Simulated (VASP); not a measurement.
Set up this calculation in VASP 6.6.1, as the native input.

```
Task                   : electric field gradients
Functional             : PBE
Potentials or basis    : VASP PAW PBE potentials, release 64 (Hf_pv, C)
Cutoff                 : 520 eV
k mesh                 : 11 × 11 × 11
Occupations            : fermi-dirac, width 0.08 eV
Spin                   : no spin polarisation
Dipole correction      : no
Further INCAR settings : ALGO = Normal; EDIFF = 1e-08; NBANDS = 14
```

The structure of HfC (zincblende type) lies in POSCAR:

```
HfC
1.0
    0.0000000000      2.5469925823      2.5469925823
    2.5469925823      0.0000000000      2.5469925823
    2.5469925823      2.5469925823      0.0000000000
Hf C
1 1
Direct
    0.0000000000      0.0000000000      0.0000000000
    0.2500000000      0.2500000000      0.2500000000
```

This cell differs from its parent crystal: volume scaled by 1.03.

One way to write it, as run:

INCAR

```
PREC     = Accurate       # precision mode
ENCUT    = 520            # plane-wave cutoff, eV
EDIFF    = 1E-8           # SCF threshold, eV
ISMEAR   = -1             # smearing method
SIGMA    = 0.08           # smearing width, eV
LREAL    = F              # projectors in reciprocal space
LASPH    = T              # aspherical terms in the spheres
NELM     = 60             # most SCF steps
ALGO     = Normal         # electronic algorithm
ISIF     = 2              # what is computed and relaxed
LWAVE    = F              # write WAVECAR
LCHARG   = F              # write CHGCAR
GGA      = PE             # functional
LEFG     = T            
NBANDS   = 14             # bands
```

KPOINTS

```
Automatic mesh
0
Gamma
  11 11 11
```

Potentials or basis: VASP PAW PBE potentials, release 64 (Hf_pv, C).

The run is started by

```sh
$ cat potpaw_PBE.64/Hf_pv/POTCAR potpaw_PBE.64/C/POTCAR > POTCAR
$ mpirun -np 1 vasp_std > vasp.out
```

It gave:

* Pressure: -4.8 GPa
* Band gap on the k mesh: 0.55 eV, indirect (least direct gap 0.57 eV)

Caveat: without QUAD_EFG the Cq values of the log hold for a quadrupole moment of 1 mb, not for the nuclei; spin-orbit coupling is left out, which moves the levels of the heavy elements.

Run time: 17 s on 1 thread of AMD EPYC 9R45 96-Core Processor (Zen 5), on a shared host, peak memory 0.14 GiB.
